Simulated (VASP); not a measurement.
# Al24N25 (a cell with a defect) in VASP: a series of runs, part 2 of 2

VASP 6.6.1. The steps go on from the part before.

### 3 Single point, PBE (with an interstitial atom, then relaxed in part)

Input file INCAR:

```
  PREC = Accurate
  ENCUT = 520
  EDIFF = 1E-6
  ISMEAR = 0
  SIGMA = 0.01
  LREAL = Auto
  LASPH = True
  NELM = 60
  ALGO = Normal
  ISIF = 2
  LWAVE = False
  LCHARG = True
  GGA = PE
  LELF = True
  LVHAR = True
  NELECT = 198.0
  NBANDS = 128
```

Input file KPOINTS:

```
Automatic mesh
0
Gamma
  3 3 3
```

Input file POSCAR:

```
Al24N25
1.0
    6.2604168406      0.0000000000     -5.0180433216
   -3.1302084203     -5.4216800222     -5.0180433216
   -3.1302084203      5.4216800222     -5.0180433216
Al N
24 25
Direct
    0.1685189888      0.3400512246      0.0030586073
    0.3325058293      0.5039247986      0.6668230137
    0.0030586073      0.1685189888      0.3400512246
    0.8321673091      0.4874058544      0.1687879089
    0.4874058544      0.1687879089      0.8321673091
    0.6668230137      0.3325058293      0.5039247986
    0.3400512246      0.0030586073      0.1685189888
   -0.0024011182      0.6663171586      0.8306428106
    0.1687879089      0.8321673091      0.4874058544
    0.6663171586      0.8306428106     -0.0024011182
    0.8306428106     -0.0024011182      0.6663171586
    0.5039247986      0.6668230137      0.3325058293
    0.8345398565      0.1555711348     -0.0034215181
    0.0010268738      0.3377413198      0.6668165059
    0.6668165059      0.0010268738      0.3377413198
    0.5022390525      0.3314624749      0.1684876521
    0.1555711348     -0.0034215181      0.8345398565
    0.3314624749      0.1684876521      0.5022390525
   -0.0034215181      0.8345398565      0.1555711348
    0.6685035311      0.4971181887      0.8348885655
    0.8348885655      0.6685035311      0.4971181887
    0.3377413198      0.6668165059      0.0010268738
    0.4971181887      0.8348885655      0.6685035311
    0.1684876521      0.5022390525      0.3314624749
    0.0470867532      0.2263236253      0.8710298814
    0.2065587424      0.3769127418      0.5382071479
    0.8710298814      0.0470867532      0.2263236253
    0.7061025212      0.3636322040      0.0388583678
    0.3636322040      0.0388583678      0.7061025212
    0.5382071479      0.2065587424      0.3769127418
    0.2263236253      0.8710298814      0.0470867532
    0.8705832808      0.5400806180      0.7021939456
    0.0388583678      0.7061025212      0.3636322040
    0.5400806180      0.7021939456      0.8705832808
    0.7021939456      0.8705832808      0.5400806180
    0.3769127418      0.5382071479      0.2065587424
    0.0422733983      0.3725119639      0.2102230660
    0.2071817874      0.5461657797      0.8735152225
    0.8735152225      0.2071817874      0.5461657797
    0.7070605662      0.5361181160      0.3736385439
    0.3725119639      0.2102230660      0.0422733983
    0.5361181160      0.3736385439      0.7070605662
    0.2102230660      0.0422733983      0.3725119639
    0.8630002257      0.6857109509      0.0371582851
    0.0371582851      0.8630002257      0.6857109509
    0.5461657797      0.8735152225      0.2071817874
    0.6857109509      0.0371582851      0.8630002257
    0.3736385439      0.7070605662      0.5361181160
    0.9556517972      0.9556517972      0.9556517972
```

Potentials or basis: VASP PAW PBE potentials, release 64 (Al, N).

Launch:

```
$ cat potpaw_PBE.64/Al/POTCAR potpaw_PBE.64/N/POTCAR > POTCAR
$ mpirun -np 1 vasp_std > vasp.out
```

Run time: 22 min. Hardware: 1 thread of AMD EPYC 7R13, shared host; peak memory 0.58 GiB.

Results (log left out):

| Quantity | Value |
| --- | --- |
| Free energy | -350.2325 eV |
| Largest force | 0.013 eV/Å |

Forces in eV/Å, atoms in the order of the input:
```
Al   0.001 -0.004 -0.001
Al   0.003  0.005  0.001
Al  -0.004  0.001 -0.001
Al  -0.002  0.003  0.003
Al  -0.002 -0.004  0.003
Al   0.003 -0.005  0.001
Al   0.003  0.002 -0.001
Al   0.001  0.001 -0.006
Al   0.004  0.000  0.003
Al  -0.002  0.000 -0.006
Al   0.000 -0.001 -0.006
Al  -0.006  0.000  0.001
Al  -0.005  0.002  0.001
Al   0.001  0.000  0.003
Al   0.000 -0.001  0.003
Al  -0.002 -0.002 -0.002
Al   0.001 -0.006  0.001
Al   0.002 -0.001 -0.002
Al   0.004  0.004  0.001
Al  -0.001 -0.006  0.002
Al  -0.004  0.004  0.002
Al  -0.001  0.001  0.003
Al   0.006  0.002  0.002
Al   0.000  0.002 -0.002
N    0.000 -0.006 -0.001
N    0.000  0.000  0.003
N   -0.005  0.003 -0.001
N    0.000 -0.002 -0.001
N    0.001  0.001 -0.001
N    0.000  0.000  0.003
N    0.005  0.003 -0.001
N    0.001  0.001  0.000
N   -0.002  0.001 -0.001
N   -0.001  0.000  0.000
N    0.000 -0.001  0.000
N    0.000  0.000  0.003
N    0.000 -0.001 -0.002
N    0.001  0.004 -0.001
N    0.003 -0.003 -0.001
N    0.004 -0.002  0.000
N    0.000  0.001 -0.002
N   -0.001  0.004  0.000
N   -0.001  0.000 -0.002
N    0.000  0.000 -0.002
N    0.000  0.000 -0.002
N   -0.004 -0.001 -0.001
N    0.000  0.000 -0.002
N   -0.004 -0.003  0.000
N    0.000  0.000  0.013
```

Levels at points of the mesh, in eV from the Fermi level:
```tsv
k point	band 95	band 96	band 97	band 98	band 99	band 100	band 101	band 102	band 103	band 104
(0.00, 0.00, 0.00)	-1.58	-1.58	-1.41	-0.09	-0.09	0.18	2.75	4.21	4.21	4.24
```

Caveat: the cell carries a net charge on a neutralising background, which shifts energy and pressure; the cell differs from its parent crystal (with an interstitial atom, then relaxed in part); the cell is charged against a uniform background, so pressure and absolute levels hang on convention.

### 4 Single point, PBE (with an interstitial atom, then relaxed in part)

Input file INCAR:

```
SYSTEM = Al24N25
PREC     = Accurate       ! precision mode
ENCUT    = 520            ! plane-wave cutoff, eV
EDIFF    = 1E-6           ! SCF threshold, eV
ISMEAR   = 0              ! smearing method
SIGMA    = 0.01           ! smearing width, eV
LREAL    = Auto         
LASPH    = .TRUE.         ! aspherical terms in the spheres
NELM     = 60             ! most SCF steps
ALGO     = Normal         ! electronic algorithm
ISIF     = 2              ! what is computed and relaxed
LWAVE    = .FALSE.        ! write WAVECAR
LCHARG   = .FALSE.        ! write CHGCAR
GGA      = PE             ! functional
NELECT   = 198.0        
NBANDS   = 128            ! bands
```

Input file KPOINTS:

```
Automatic mesh
0
G
  2 2 2
  0 0 0
```

Input file POSCAR:

```
Al24N25
1.0
    6.2604168406      0.0000000000     -5.0180433216
   -3.1302084203     -5.4216800222     -5.0180433216
   -3.1302084203      5.4216800222     -5.0180433216
Al N
24 25
Direct
    0.1685026965      0.3400429589      0.0030474513
    0.3324972895      0.5039234591      0.6668151751
    0.0030474513      0.1685026965      0.3400429589
    0.8321360040      0.4874045959      0.1688315621
    0.4874045959      0.1688315621      0.8321360040
    0.6668151751      0.3324972895      0.5039234591
    0.3400429589      0.0030474513      0.1685026965
   -0.0023970713      0.6663446866      0.8306771378
    0.1688315621      0.8321360040      0.4874045959
    0.6663446866      0.8306771378     -0.0023970713
    0.8306771378     -0.0023970713      0.6663446866
    0.5039234591      0.6668151751      0.3324972895
    0.8345517434      0.1555900689     -0.0034283606
    0.0010235121      0.3377689987      0.6668067129
    0.6668067129      0.0010235121      0.3377689987
    0.5022434944      0.3314705677      0.1684822630
    0.1555900689     -0.0034283606      0.8345517434
    0.3314705677      0.1684822630      0.5022434944
   -0.0034283606      0.8345517434      0.1555900689
    0.6684846044      0.4971280781      0.8348707165
    0.8348707165      0.6684846044      0.4971280781
    0.3377689987      0.6668067129      0.0010235121
    0.4971280781      0.8348707165      0.6684846044
    0.1684822630      0.5022434944      0.3314705677
    0.0470791893      0.2263001014      0.8709838690
    0.2065480156      0.3769039801      0.5382000841
    0.8709838690      0.0470791893      0.2263001014
    0.7061019370      0.3636764157      0.0388372925
    0.3636764157      0.0388372925      0.7061019370
    0.5382000841      0.2065480156      0.3769039801
    0.2263001014      0.8709838690      0.0470791893
    0.8705860240      0.5401101701      0.7022247972
    0.0388372925      0.7061019370      0.3636764157
    0.5401101701      0.7022247972      0.8705860240
    0.7022247972      0.8705860240      0.5401101701
    0.3769039801      0.5382000841      0.2065480156
    0.0422656500      0.3725112001      0.2102190064
    0.2071804406      0.5461515210      0.8735131558
    0.8735131558      0.2071804406      0.5461515210
    0.7070517199      0.5361117482      0.3736527080
    0.3725112001      0.2102190064      0.0422656500
    0.5361117482      0.3736527080      0.7070517199
    0.2102190064      0.0422656500      0.3725112001
    0.8630055153      0.6857005493      0.0372271045
    0.0372271045      0.8630055153      0.6857005493
    0.5461515210      0.8735131558      0.2071804406
    0.6857005493      0.0372271045      0.8630055153
    0.3736527080      0.7070517199      0.5361117482
    0.9555950158      0.9555950158      0.9555950158
```

Launch:

```
$ cat potpaw_PBE.64/Al/POTCAR potpaw_PBE.64/N/POTCAR > POTCAR
$ mpirun -np 1 vasp_std > vasp.out
```

Run time: 5.1 min. Hardware: 1 thread of Intel Xeon Platinum 8375C at 2.90GHz (Ice Lake), shared host; peak memory 0.56 GiB.

The run converged. Its results:

| Item | Value |
| --- | --- |
| Free energy | -350.2273 eV |
| Largest force | 0.011 eV/Å |

Forces in eV/Å, atoms in the order of the input:
```
Al   0.001 -0.002  0.000
Al   0.002  0.005  0.001
Al  -0.002  0.000  0.000
Al   0.003  0.001  0.004
Al  -0.002  0.002  0.004
Al   0.003 -0.004  0.001
Al   0.001  0.002  0.000
Al   0.000  0.001 -0.005
Al  -0.001 -0.003  0.004
Al   0.000 -0.001 -0.005
Al   0.001  0.000 -0.005
Al  -0.005  0.000  0.001
Al  -0.006  0.002  0.000
Al   0.001  0.001  0.005
Al   0.000 -0.001  0.005
Al  -0.001 -0.001  0.001
Al   0.001 -0.006  0.000
Al   0.002  0.000  0.001
Al   0.005  0.004  0.000
Al  -0.001 -0.006 -0.001
Al  -0.005  0.004 -0.001
Al  -0.001  0.001  0.005
Al   0.006  0.002 -0.001
Al  -0.001  0.001  0.001
N    0.001 -0.005 -0.004
N    0.000  0.000  0.000
N   -0.005  0.002 -0.004
N   -0.001  0.003 -0.001
N   -0.002 -0.002 -0.001
N    0.000  0.000  0.000
N    0.004  0.003 -0.004
N    0.002  0.001  0.002
N    0.003 -0.001 -0.001
N   -0.002  0.001  0.002
N    0.000 -0.002  0.002
N    0.000  0.000  0.000
N    0.000  0.001 -0.002
N    0.002  0.003 -0.002
N    0.002 -0.003 -0.002
N    0.002  0.000  0.001
N   -0.001  0.000 -0.002
N   -0.001  0.002  0.001
N    0.001 -0.001 -0.002
N    0.000 -0.002 -0.002
N   -0.001  0.001 -0.002
N   -0.004  0.000 -0.002
N    0.001  0.001 -0.002
N   -0.001 -0.002  0.001
N    0.000  0.000  0.011
```

Levels at points of the mesh, in eV from the Fermi level:
```tsv
k point	band 95	band 96	band 97	band 98	band 99	band 100	band 101	band 102	band 103	band 104
(0.00, 0.00, 0.00)	-1.60	-1.60	-1.43	-0.11	-0.11	0.16	2.73	4.19	4.19	4.22
(0.50, 0.00, 0.00)	-1.73	-1.71	-1.63	-0.18	-0.06	0.21	3.96	4.00	4.08	4.23
(0.50, 0.50, 0.00)	-1.78	-1.74	-1.73	-0.20	-0.06	0.20	3.95	4.06	4.12	4.16
(0.50, 0.50, 0.50)	-1.86	-1.77	-1.77	-0.09	-0.09	0.16	3.84	3.88	3.88	3.91
```

Caveat: the cell carries a net charge on a neutralising background, which shifts energy and pressure; the cell differs from its parent crystal (with an interstitial atom, then relaxed in part); the cell is charged against a uniform background, so pressure and absolute levels hang on convention.
